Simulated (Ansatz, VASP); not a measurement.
## One calculation of AlNi3, two programs

```
Al Ni
1.0
     3.53065    0.00000    0.00000
     0.00000    3.53065    0.00000
     0.00000    0.00000    3.53065
Al Ni
1 3
Direct
  0.00000 0.00000 0.00000
  0.00000 0.50000 0.50000
  0.50000 0.00000 0.50000
  0.50000 0.50000 0.00000
```

Alike in both runs: task single point; functional PBE; k mesh 12 × 12 × 12; occupations gaussian, width 0.1 eV; collinear spin.

|  | VASP | Ansatz |
| --- | --- | --- |
| version | VASP 6.6.1 | Ansatz 0.2.0 |
| potentials or method | VASP PAW PBE potentials, release 64 (Al, Ni), cutoff 520 eV | scalar-relativistic, plane waves, PAW |
| valence electrons in the cell | 33 | 57 |

|  | VASP | Ansatz | Ansatz less VASP |
| --- | --- | --- | --- |
| gap on the k mesh at the Fermi level (eV) | none | none | - |
| pressure (GPa) | 5.9 | 5.9 | +0.05 |
| net moment per atom (μB) | 0.17 | 0.18 | +0.007 |
| size of the moment on the site where the two differ most (μB) | 0.25 | 0.27 | +0.021 |

Site moments also hang on the region over which each program counts them. A gap of «none» marks a metal or a gap that the smearing closes. VASP's potentials hold 33 valence electrons a cell and Ansatz's 57, so a difference there can come from the potentials and not from the codes.
